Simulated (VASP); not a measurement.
Set up this calculation in VASP 6.6.1, as the native input.

| Item | Value |
| --- | --- |
| Task | single point |
| Functional | PBEsol |
| Potentials or basis | VASP PAW PBE potentials, release 64 (Ta_pv, C) |
| Cutoff | 520 eV |
| k mesh | 18 × 18 × 10 |
| Occupations | gaussian, width 0.1 eV |
| Spin | no spin polarisation |
| Dipole correction | no |
| Further INCAR settings | ALGO = Normal; EDIFF = 1e-06; NBANDS = 20 |

The structure of Ta2C lies in POSCAR:

```
Ta2C
1.0
    3.1572067105      0.0000000000      0.0000000000
   -1.5786033552      2.7342212163      0.0000000000
    0.0000000000      0.0000000000      4.8664246303
Ta C
2 1
Direct
    0.3333333333      0.6666666667      0.2516825963
    0.6666666667      0.3333333333      0.7483174037
    0.0000000000      0.0000000000      0.0000000000
```

This cell differs from its parent crystal: biaxial strain in the a-b plane: +2.0 %, then relaxed in part.

One way to write it, as run:

INCAR

```
PREC = Accurate
ENCUT = 520
EDIFF = 1E-6
ISMEAR = 0
SIGMA = 0.1
LREAL = F
LASPH = T
NELM = 80
ALGO = Normal
ISIF = 2
LWAVE = F
LCHARG = F
GGA = PS
NBANDS = 20
```

KPOINTS

```
Automatic mesh
0
Gamma
  18 18 10
```

Potentials or basis: VASP PAW PBE potentials, release 64 (Ta_pv, C).

The run is started by

```console
$ cat potpaw_PBE.64/Ta_pv/POTCAR potpaw_PBE.64/C/POTCAR > POTCAR
$ mpirun -np 1 vasp_std > vasp.out
```

It gave:

```yaml
Pressure: -6.7 GPa
Largest_force: 0.042 eV/Å
Band_gap_on_the_k_mesh: zero (bands 13 and 14 overlap by 0.90 eV)
```

Caveat: the cell differs from its parent crystal (biaxial strain in the a-b plane: +2.0 %, then relaxed in part); the cell stands under tension; the PAW data sets were made with another functional, which shifts forces and pressure a little; spin-orbit coupling is left out, which moves the levels of the heavy elements.

Run time: 2.2 min on 1 thread of Intel(R) Xeon(R) Platinum 8259CL CPU @ 2.50GHz (Skylake/Cascade Lake), on a shared host, peak memory 0.36 GiB.
